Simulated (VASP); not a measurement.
Input of a VASP 6.6.1 run:

INCAR

```
  PREC = Accurate
  ENCUT = 520
  EDIFF = 1E-7
  ISMEAR = 0
  SIGMA = 0.05
  LREAL = False
  LASPH = True
  NELM = 60
  ALGO = Normal
  ISIF = 2
  LWAVE = False
  LCHARG = True
  LELF = True
  LVHAR = True
  NBANDS = 15
```

Contents of KPOINTS:

```
Automatic mesh
0
Gamma
  8 8 8
```

File POSCAR:

```
KF
1.0
    3.3567236500      0.0000000000      0.0000000000
    0.0000000000      3.3567236500      0.0000000000
    0.0000000000      0.0000000000      3.3567236500
K F
1 1
Direct
    0.0000000000      0.0000000000      0.0000000000
    0.5000000000      0.5000000000      0.5000000000
```

Potentials or basis: VASP PAW LDA potentials, release 64 (K_sv, F).

Command:

```console
$ cat potpaw_LDA.64/K_sv/POTCAR potpaw_LDA.64/F/POTCAR > POTCAR
$ mpirun -np 1 vasp_std > vasp.out
```

(1) What does it give for the band gap on the k mesh?

(2) What does it give for the pressure?

Answers

(1) 5.35 eV, indirect (least direct gap 5.42 eV).

(2) -7.1 GPa.

Caveat: the cell differs from its parent crystal (strain +0.030 along x and y, +0.030 along z).
